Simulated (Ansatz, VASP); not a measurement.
## Two plane-wave programs on CsPbCl3

Contents of INCAR:

```
PREC     = Accurate       # precision mode
ENCUT    = 520            # plane-wave cutoff, eV
EDIFF    = 1E-6           # SCF threshold, eV
ISMEAR   = -1             # smearing method
SIGMA    = 0.2            # smearing width, eV
LREAL    = F              # projectors in reciprocal space
LASPH    = T              # aspherical terms in the spheres
NELM     = 80             # most SCF steps
ALGO     = Normal         # electronic algorithm
ISIF     = 2              # what is computed and relaxed
LWAVE    = F              # write WAVECAR
LCHARG   = T              # write CHGCAR
GGA      = PE             # functional
LELF     = T              # ELF
LVHAR    = T            
NBANDS   = 30             # bands
```

The input KPOINTS:

```
Automatic mesh
0
Gamma
  4 4 4
```

Contents of POSCAR:

```
CsPbCl3
1.0
    4.0141224310      2.3175546661      3.2773182345
   -4.0141224310      2.3175546661      3.2773182345
    0.0000000000     -4.6351093322      3.2773182345
Cs Pb Cl
1 1 3
Direct
    0.5000000000      0.5000000000      0.5000000000
    0.0000000000      0.0000000000      0.0000000000
    0.5000000000      0.0000514515      0.9999485485
    0.0000514515      0.9999485485      0.5000000000
    0.9999485485      0.5000000000      0.0000514515
```

Input for Ansatz:

```yaml
crystal:
  lattice:
    - [4.014122431, 2.3175546661, 3.2773182345]
    - [-4.014122431, 2.3175546661, 3.2773182345]
    - [0.0, -4.6351093322, 3.2773182345]
  atoms:
    - { symbol: Cs, position: [0.5, 0.5, 0.5] }
    - { symbol: Pb, position: [0.0, 0.0, 0.0] }
    - { symbol: Cl, position: [0.5, 5.14515e-05, 0.9999485485] }
    - { symbol: Cl, position: [5.14515e-05, 0.9999485485, 0.5] }
    - { symbol: Cl, position: [0.9999485485, 0.5, 5.14515e-05] }
kpoints:
  mp_grid: { grid: [4, 4, 4] }
hamiltonian:
  xc: pbe
scf:
  occupations: { method: fermi_dirac, width: 0.2 }
  n_extra_bands: 5
output:
  forces: true
  stress: true
  eigenvalues: true
```

Alike in both runs: task single point; functional PBE; k mesh 4 × 4 × 4; occupations fermi-dirac, width 0.2 eV; no spin polarisation.

|  | VASP | Ansatz |
| --- | --- | --- |
| version | VASP 6.6.1 | Ansatz 0.2.0 |
| potentials or method | VASP PAW PBE potentials, release 64 (Cs_sv, Pb_d, Cl) | plane waves |
| plane-wave cutoff (eV) | 520 | 420 |
| valence electrons in the cell | 44 | 44 |

Ansatz gave:

```
pressure (GPa) : 0.8
```

Estimate VASP's values.

pressure (GPa): 0.7.

The functional is the same, so the differences come from potentials, cutoffs and numerics.

Neither program's run includes spin-orbit coupling.
